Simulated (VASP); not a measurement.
Here is a VASP 6.6.1 calculation.

INCAR

```
PREC = Accurate ; ENCUT = 520
EDIFF = 1E-6 ; ISMEAR = -1
SIGMA = 0.05 ; LREAL = False
LASPH = True ; NELM = 60
ALGO = Normal ; ISIF = 2
LWAVE = False ; LCHARG = False
GGA = PE ; NBANDS = 22
```

Contents of KPOINTS:

```
Automatic mesh
0
Gamma
  11 11 3
```

Contents of POSCAR:

```
Re
1.0
    2.7736967581      0.0000000000      0.0000000000
   -1.3868483790      2.4020918549      0.0000000000
    0.0000000000      0.0000000000      8.9710801455
Re
4
Direct
    0.6666666667      0.3333333333      0.7500000000
    0.0000000000      0.0000000000      0.5000000000
    0.3333333333      0.6666666667      0.2500000000
    0.0000000000      0.0000000000      0.0000000000
```

Potentials or basis: VASP PAW PBE potentials, release 64 (Re).

The run is started by

```bash
$ cat potpaw_PBE.64/Re/POTCAR > POTCAR
$ mpirun -np 1 vasp_std > vasp.out
```

Estimate the pressure.

-0.5 GPa.

Estimate the band gap on the k mesh.

zero (bands 14 and 15 overlap by 2.37 eV).

Caveat: spin-orbit coupling is left out, which moves the levels of the heavy elements.
